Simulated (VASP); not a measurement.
# Ir (P6_3/mmc) in VASP: single point with PBEsol

Aim: the single point of Ir with PBEsol.

Everything below comes from runs of VASP 6.6.1. Logs are shortened: lines on timing, memory, paths and dates and some standing lists are left out, and cuts for length are marked.

### Step 1. The cell of the first run

Symmetry: P6_3/mmc, No. 194, hexagonal system. Conventional cell: a = 2.751 Å, b = 2.751 Å, c = 4.462 Å, α = 90.00°, β = 90.00°, γ = 120.00°. Ir (site symmetry -6m2) has 12 Ir at 2.74 to 2.75 Å within 3.6 Å.

### Step 2. Single point, PBEsol

The input, INCAR:

```
SYSTEM = Ir
PREC     = Accurate       ! precision mode
ENCUT    = 520            ! plane-wave cutoff, eV
EDIFF    = 1E-7           ! SCF threshold, eV
ISMEAR   = 1              ! smearing method
SIGMA    = 0.1            ! smearing width, eV
LREAL    = .FALSE.        ! projectors in reciprocal space
LASPH    = .TRUE.         ! aspherical terms in the spheres
NELM     = 60             ! most SCF steps
ALGO     = Normal         ! electronic algorithm
ISIF     = 2              ! what is computed and relaxed
LWAVE    = .FALSE.        ! write WAVECAR
LCHARG   = .TRUE.         ! write CHGCAR
GGA      = PS             ! functional
LELF     = .TRUE.         ! ELF
LVHAR    = .TRUE.       
NBANDS   = 16             ! bands
```

The input, KPOINTS:

```
Automatic mesh
0
G
  8 8 4
  0 0 0
```

The input, POSCAR:

```
Ir
1.0
    2.7513778900      0.0000000000      0.0000000000
   -1.3756889500      2.3827631500      0.0000000000
    0.0000000000      0.0000000000      4.4622900000
Ir
2
Direct
    0.6666666700      0.3333333300      0.7500000000
    0.3333333300      0.6666666700      0.2500000000
```

Potentials or basis: VASP PAW PBE potentials, release 64 (Ir).

On the command line:

```console
> cat potpaw_PBE.64/Ir/POTCAR > POTCAR
> mpirun -np 1 vasp_std > vasp.out
```

OUTCAR:

```text
SYSTEM = Ir
   PREC = Accurate
   ENCUT = 520
   EDIFF = 1E-7
   ISMEAR = 1
   LREAL = .FALSE.
   LASPH = .TRUE.
   NELM = 60
   ISIF = 2
   GGA = PS

 ion  position               nearest neighbor table
   1  0.667  0.333  0.750-   2 2.74   2 2.74   2 2.74   2 2.74   2 2.74   2 2.74
   2  0.333  0.667  0.250-   1 2.74   1 2.74   1 2.74   1 2.74   1 2.74   1 2.74

  LATTYP: Found a hexagonal cell.
 ALAT       =     2.7513778900
 C/A-ratio  =     1.6218382855

  Lattice vectors:

 A1 = (   2.7513778900,   0.0000000000,   0.0000000000)
 A2 = (  -1.3756889500,   2.3827631500,   0.0000000000)
 A3 = (   0.0000000000,   0.0000000000,   4.4622900000)

Analysis of symmetry for initial positions (statically):
=====================================================================
 Subroutine PRICEL returns:
 Original cell was already a primitive cell.

 Routine SETGRP: Setting up the symmetry group for a
 hexagonal supercell.

 Subroutine GETGRP returns: Found 24 space group operations
 (whereof 12 operations were pure point group operations)
 out of a pool of 24 trial point group operations.

The static configuration has the point symmetry D_3d.
 The point group associated with its full space group is D_6h.

Analysis of symmetry for dynamics (positions and initial velocities):
=====================================================================
 Subroutine PRICEL returns:
 Original cell was already a primitive cell.

 Routine SETGRP: Setting up the symmetry group for a
 hexagonal supercell.

 Subroutine GETGRP returns: Found 24 space group operations
 (whereof 12 operations were pure point group operations)
 out of a pool of 24 trial point group operations.

The dynamic configuration has the point symmetry D_3d.
 The point group associated with its full space group is D_6h.

 Subroutine INISYM returns: Found 24 space group operations
 (whereof 12 operations are pure point group operations),
 and found     1 'primitive' translations

----------------------------------------------------------------------------------------

                                     Primitive cell

  volume of cell :      29.2542

  direct lattice vectors                    reciprocal lattice vectors
     2.751377890  0.000000000  0.000000000     0.363454255  0.209840412  0.000000000
    -1.375688950  2.382763150  0.000000000     0.000000000  0.419680823  0.000000000
     0.000000000  0.000000000  4.462290000     0.000000000  0.000000000  0.224100182

  length of vectors
[... 77 lines left out ...]
   LNONCOLLINEAR =      F non collinear calculations
   LSORBIT =      F    spin-orbit coupling
   LASPH  =      T    aspherical Exc in radial PAW
   ENCUT  =  520.0 eV  38.22 Ry    6.18 a.u.   5.12  5.12  8.30*2*pi/ulx,y,z
   NELM   =     60;   NELMIN=  2; NELMDL= -5     # of ELM steps
   EDIFF  = 0.1E-06   stopping-criterion for ELM
   LREAL  =      F    real-space projection
   EDIFFG = 0.1E-05   stopping-criterion for IOM
   NSW    =      0    number of steps for IOM
   IBRION =     -1    ionic relax: 0-MD 1-quasi-New 2-CG
   NFREE  =      0    steps in history (QN), initial steepest desc. (CG)
   ISIF   =      2    stress and relaxation
   ISYM   =      2    0-nonsym 1-usesym 2-fastsym
   POTIM  = 0.5000    time-step for ionic-motion
   TEBEG  =    0.0;   TEEND  =   0.0 temperature during run
   PSTRESS=    0.0 pullay stress
   NELECT =      18.0000    total number of electrons
   NUPDOWN=      -1.0000    fix difference up-down
   EMIN   =  10.00;   EMAX   =-10.00  energy-range for DOS
   EFERMI =   0.00;   METHOD = LEGACY
   ISMEAR =     1;   SIGMA  =   0.10  broadening in eV -4-tet -1-fermi 0-gaus
   EFERMI_NEDOS =   21; number of points for ismear=-14 and -15
   IALGO  =     38    algorithm
   IMIX   =      4    mixing-type and parameters
     AMIX     =   0.40;   BMIX     =  1.00
     AMIX_MAG =   1.60;   BMIX_MAG =  1.00
  volume/ion in A,a.u.               =      14.63        98.71
  Fermi-wavevector in a.u.,A,eV,Ry     =   1.392417  2.631287 26.379323  1.938826
  Thomas-Fermi vector in A             =   2.516162
   LORBIT       =      0    0 simple, 1 ext, 2 COOP (PROOUT), +10 PAW based schemes
   GGA     = PS    functional components
   LHFCALC =     F    Hartree Fock is set to
   AEXX    =    0.0000 exact exchange contribution
   IVDW    =     0    specifies the selected vdW correction
   LEPSILON=     F    determine dielectric tensor
   LRPA    =     F    only Hartree local field effects (RPA)
 non-spin polarized calculation
 Methfessel and Paxton  Order N= 1 SIGMA  =   0.10
  energy-cutoff  :      520.00
  volume of cell :       29.25
 maximum number of plane-waves:       799
   NGX = 11   NGY = 11   NGZ = 17

 number of electron      18.0000000 magnetization

 Free energy of the ion-electron system (eV)
  ---------------------------------------------------
  ext. energy  EPLUGINS =         0.00000000
  ---------------------------------------------------
  free energy    TOTEN  =       -19.40209133 eV

  energy without entropy =      -19.39532085  energy(sigma->0) =      -19.39983450

 E-fermi :   9.7963     XC(G=0): -13.9049

 val. band max:        9.7781812275   @ k =   0.3750   0.0000   0.2500
 cond. band min:       9.8031186813   @ k =   0.3750   0.0000   0.2500
 fundamental gap:      0.0249374538
 Fermi energy:         9.7962607159

 k-point     1 :       0.0000    0.0000    0.0000
  band No.  band energies     occupation
      1      -1.1581      2.00000
      2       1.9049      2.00000
      3       6.0123      2.00000
      4       6.1278      2.00000
      5       6.1278      2.00000
      6       6.7559      2.00000
[... 433 lines left out ...]
      3       4.2421      2.00000
      4       4.2421      2.00000
      5       7.6935      2.00000
      6       7.6935      2.00000
[... 8 lines left out ...]
     15      25.1394      0.00000
     16      25.1394      0.00000

 [... further k-points ...]
[... 5 lines left out ...]
  --------------------------------------------------------------------------------------
  -------------------------------------------------------------------------------------
  Total       -1.7789586     -1.7789586     -2.6839776      0.0000000     -0.0000000     -0.0000000
  in kB      -97.4288341    -97.4288342   -146.9943226      0.0000002     -0.0000000     -0.0000000
  external PRESSURE =    -113.9506636 kB  Pullay stress =       0.0000000 kB

 VOLUME and BASIS-vectors are now :
 -----------------------------------------------------------------------------
  energy-cutoff  :      520.00
  volume of cell :       29.25
      direct lattice vectors                 reciprocal lattice vectors
     2.751377890  0.000000000  0.000000000     0.363454255  0.209840412  0.000000000
    -1.375688950  2.382763150  0.000000000     0.000000000  0.419680823  0.000000000
     0.000000000  0.000000000  4.462290000     0.000000000  0.000000000  0.224100182

 POSITION                                       TOTAL-FORCE (eV/Angst)
 -----------------------------------------------------------------------------------
      1.37569      0.79425      3.34672         0.000000     -0.000000      0.000000
     -0.00000      1.58851      1.11557        -0.000000      0.000000      0.000000
 -----------------------------------------------------------------------------------
    total drift:                               -0.000000      0.000000     -0.000000

  FREE ENERGIE OF THE ION-ELECTRON SYSTEM (eV)
  ---------------------------------------------------
  free  energy   TOTEN  =       -19.4020913262 eV

  energy  without entropy=      -19.3953208538  energy(sigma->0) =      -19.39983450
```

Run time: 6.7 s. Hardware: 1 thread of Intel Xeon 6975P-C (Granite Rapids), shared host; peak memory 0.14 GiB.

What came out:

| Item | Value |
| --- | --- |
| Free energy | -19.4021 eV |
| Pressure | -11.4 GPa |
| Band gap on the k mesh | zero (band 9 reaches 10.72 eV, above the bottom of band 10 at 7.63 eV) |

Stress tensor (GPa, compression positive):
```
 -9.74   0.00   0.00
  0.00  -9.74   0.00
  0.00   0.00 -14.70
```

Caveat: the PAW data sets were made with another functional, which shifts forces and pressure a little; spin-orbit coupling is left out, which moves the levels of the heavy elements.
